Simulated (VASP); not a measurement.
Write the native input for VASP 6.6.1 that does the following.

```
Task                               : single point
Functional                         : HSE06
Potentials or basis                : VASP PAW PBE potentials, release 64 (Mg)
Cutoff                             : 520 eV
k mesh                             : 5 × 5 × 5
Occupations                        : fermi-dirac, width 0.1 eV
Spin                               : no spin polarisation
Dipole correction                  : no
Grid for exact exchange (PRECFOCK) : Normal
Further INCAR settings             : ALGO = Normal; EDIFF = 1e-06; NBANDS = 7
Share of exact exchange            : 0.25
Screening parameter                : 0.2079 1/Å
```

Mg:

```
CELL_PARAMETERS angstrom
3.02056 0.00000 0.00000
0.00000 3.02056 0.00000
0.00000 0.00000 3.02056
ATOMIC_POSITIONS crystal
Mg 0.00000 0.00000 0.00000
```

This isn't the form of Mg at room conditions, which is hcp.

These files were run (other wordings do the same):

POSCAR

```
Mg
1.0
    3.0205608644      0.0000000000      0.0000000000
    0.0000000000      3.0205608644      0.0000000000
    0.0000000000      0.0000000000      3.0205608644
Mg
1
Direct
    0.0000000000      0.0000000000      0.0000000000
```

INCAR.step1

```
  PREC = Accurate
  ENCUT = 520
  EDIFF = 1E-5
  ISMEAR = -1
  SIGMA = 0.1
  LREAL = False
  LASPH = True
  NELM = 80
  ALGO = Normal
  ISIF = 2
  LWAVE = True
  LCHARG = False
  NBANDS = 7
  GGA = PE
```

INCAR.step2

```
  PREC = Accurate
  ENCUT = 520
  EDIFF = 1E-6
  ISMEAR = -1
  SIGMA = 0.1
  LREAL = False
  LASPH = True
  NELM = 80
  ALGO = Normal
  ISIF = 2
  LWAVE = False
  LCHARG = False
  GGA = PE
  LHFCALC = True
  HFSCREEN = 0.2079
  PRECFOCK = Normal
  NBANDS = 7
  ISTART = 1
```

KPOINTS

```
regular mesh
0
Gamma
  5 5 5
```

Potentials or basis: VASP PAW PBE potentials, release 64 (Mg).

Launch:

```bash
$ cat potpaw_PBE.64/Mg/POTCAR > POTCAR
$ cp INCAR.step1 INCAR
$ mpirun -np 1 vasp_std > vasp.out
$ cp INCAR.step2 INCAR
$ mpirun -np 1 vasp_std > vasp.out
```

It gave:

* Pressure: 0.3 GPa
* Band gap on the k mesh: zero (bands 1 and 2 overlap by 2.93 eV)

Caveat: the k points lie up to 0.42 Å⁻¹ apart, too coarse for converged energies and pressures of a metal; the PAW data sets were made with another functional, which shifts forces and pressure a little.

Wall time 57 s on 1 thread of Intel Xeon 8259CL, on a shared host, peak memory 0.24 GiB.
